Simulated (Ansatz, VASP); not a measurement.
# BN: VASP beside Ansatz

```
B N
1.0
     0.00000    1.80500    1.80500
     1.80500    0.00000    1.80500
     1.80500    1.80500    0.00000
B N
1 1
Direct
  0.00000 0.00000 0.00000
  0.25000 0.25000 0.25000
```

Alike in both runs: task single point; functional r2SCAN; k mesh 8 × 8 × 8; occupations gaussian, width 0.1 eV; no spin polarisation.

|  | VASP | Ansatz |
| --- | --- | --- |
| version | VASP 6.6.1 | Ansatz 0.2.0 |
| potentials or method | VASP PAW PBE potentials, release 64 (B_h, N_h), cutoff 1460 eV | scalar-relativistic, plane waves, PAW |
| valence electrons in the cell | 8 | 8 |

Ansatz gave:

```
gap on the k mesh at the Fermi level (eV) : 4.99
least direct gap on the mesh (eV)         : 9.58
pressure (GPa)                            : -0.4
```

Task: Which values does VASP return?

Result: gap on the k mesh at the Fermi level (eV): 5.00; least direct gap on the mesh (eV): 9.57; pressure (GPa): -0.5.

VASP's potentials were made for PBE, not for r2SCAN. With one functional, cell and mesh, what is left measures potentials, basis and numerics.
